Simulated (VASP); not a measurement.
Input of a VASP 6.6.1 run:

File INCAR:

```
  PREC = Accurate
  ENCUT = 500
  EDIFF = 1E-6
  ISMEAR = -1
  SIGMA = 0.02
  LREAL = F
  LASPH = T
  NELM = 120
  ALGO = Normal
  ISIF = 2
  LWAVE = F
  LCHARG = F
  GGA = PE
  NBANDS = 28
  GGA_COMPAT = F
```

The input KPOINTS:

```
regular mesh
0
Gamma
  6 6 4
```

POSCAR

```
SnTe
1.0
    5.3967552001      0.0000000000      0.0000000000
   -2.6983776001      4.6737271013      0.0000000000
    0.0000000000      0.0000000000      6.4229258905
Sn Te
2 2
Direct
    0.3333333333      0.6666666667     -0.0494203961
    0.6666666667      0.3333333333      0.4505796039
    0.3333333333      0.6666666667      0.4244203961
    0.6666666667      0.3333333333      0.9244203961
```

Potentials or basis: VASP PAW PBE potentials, release 64 (Sn_d, Te).

The run is started by

```bash
$ cat potpaw_PBE.64/Sn_d/POTCAR potpaw_PBE.64/Te/POTCAR > POTCAR
$ mpirun -np 1 vasp_std > vasp.out
```

Task: What does it give for the band gap on the k mesh?

Result: 0.55 eV (least direct gap 0.65 eV).

Task: Predict the largest force.

Result: 0.072 eV/Å.

Forces on the atoms (eV/Å):
```
Sn   0.000  0.000 -0.072
Sn   0.000  0.000 -0.072
Te   0.000  0.000  0.072
Te   0.000  0.000  0.072
```

Caveat: the cell differs from its parent crystal (uniaxial z strain -1.0%); spin-orbit coupling is left out, which moves the levels of the heavy elements. A k mesh can miss the band edges.
